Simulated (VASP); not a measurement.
Cu, 1 atom in the cell. Symmetry: Fm-3m, No. 225, cubic system. The conventional cell has a = 3.650 Å, b = 3.650 Å, c = 3.650 Å, α = 90.00°, β = 90.00°, γ = 90.00°. Within 3.4 Å of Cu (site symmetry m-3m) lie 12 Cu at 2.58 Å. 

| Quantity | Value |
| --- | --- |
| Program | VASP 6.6.1 |
| Task | single point |
| Functional | LDA |
| Potentials or basis | VASP PAW LDA potentials, release 64 (Cu) |
| Cutoff | 520 eV |
| k mesh | 8 × 8 × 8 |
| Occupations | gaussian, width 0.1 eV |
| Spin | no spin polarisation |
| Dipole correction | no |
| Further INCAR settings | ALGO = Normal; EDIFF = 1e-06; NBANDS = 12 |

Potentials or basis: VASP PAW LDA potentials, release 64 (Cu).

Command:

```bash
$ cat potpaw_LDA.64/Cu/POTCAR > POTCAR
$ mpirun -np 1 vasp_std > vasp.out
```

Hardware: 1 thread of AMD EPYC 9R45 96-Core Processor (Zen 5), with other jobs on the host.

Problem. Estimate the wall time of this run.

Solution. Wall time 2.8 s on 1 thread of AMD EPYC 9R45 96-Core Processor (Zen 5) (shared host), peak memory 0.09 GiB. Counts: scf iterations 12, k points 29.
